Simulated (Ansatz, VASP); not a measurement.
Cu: VASP beside Ansatz

Contents of INCAR:

```
PREC = Accurate ; ENCUT = 600
EDIFF = 1E-7 ; ISMEAR = -1
SIGMA = 0.1 ; LREAL = False
LASPH = True ; NELM = 80
ALGO = Normal ; ISIF = 3
LWAVE = False ; LCHARG = False
GGA = B5 ; ALDAX = 1.0
AGGAX = 1.0 ; AGGAC = 1.0
ALDAC = 0.0 ; IBRION = 2
NSW = 80 ; EDIFFG = -0.01
```

KPOINTS

```
Automatic mesh
0
Gamma
  13 13 13
```

The input POSCAR:

```
Cu
1.0
    2.3364585681      0.0000000000      0.0000000000
    0.0000000000      2.3364585681      0.0000000000
    0.0000000000      0.0000000000      2.3364585681
Cu
1
Direct
    0.0000000000      0.0000000000      0.0000000000
```

Input for Ansatz:

```yaml
crystal:
  lattice:
    - [2.3364585681, 0.0, 0.0]
    - [0.0, 2.3364585681, 0.0]
    - [0.0, 0.0, 2.3364585681]
  atoms:
    - { symbol: Cu, position: [0.0, 0.0, 0.0] }
hamiltonian:
  xc: blyp
  pseudopotentials:
    kind: paw
    azcp:
      Cu: "pseudopotentials/Cu.paw.azcp"
basis:
  ecutwfc: 420
  fft_grid_basis: typed
kpoints:
  mp_grid: { grid: [13, 13, 13], shift: [0, 0, 0] }
magnetization:
  spin_polarized: false
scf:
  occupations: { method: fermi_dirac, width: 0.1 }
relax:
  max_steps: 60
  f_tol: 0.01
  cell: {}
```

Alike in both runs: task relaxation of cell and atoms; functional BLYP; k mesh 13 × 13 × 13; occupations fermi-dirac, width 0.1 eV; no spin polarisation.

```csv
,VASP,Ansatz
version,VASP 6.6.1,Ansatz 0.2.0
potentials or method,"VASP PAW PBE potentials, release 64 (Cu), cutoff 600 eV","plane waves (420 eV) with PAW, scalar-relativistic"
valence electrons in the cell,11,19
```

VASP gave:

| Property | Result |
| --- | --- |
| relaxed volume (Å³/atom) | 14.88 |
| relaxed cell length with the largest relative difference (Å) | 2.459 |

Problem. Which values does Ansatz return?

Solution. Relaxed volume (Å³/atom): 14.81; relaxed cell length with the largest relative difference (Å): 2.456.

VASP's potentials were made for PBE, not for BLYP. VASP's potentials hold 11 valence electrons a cell and Ansatz's 19, so a difference there can come from the potentials and not from the codes.

Noted on VASP's run: the volume moved by over 15 % at a fixed basis, so the end points are rough.
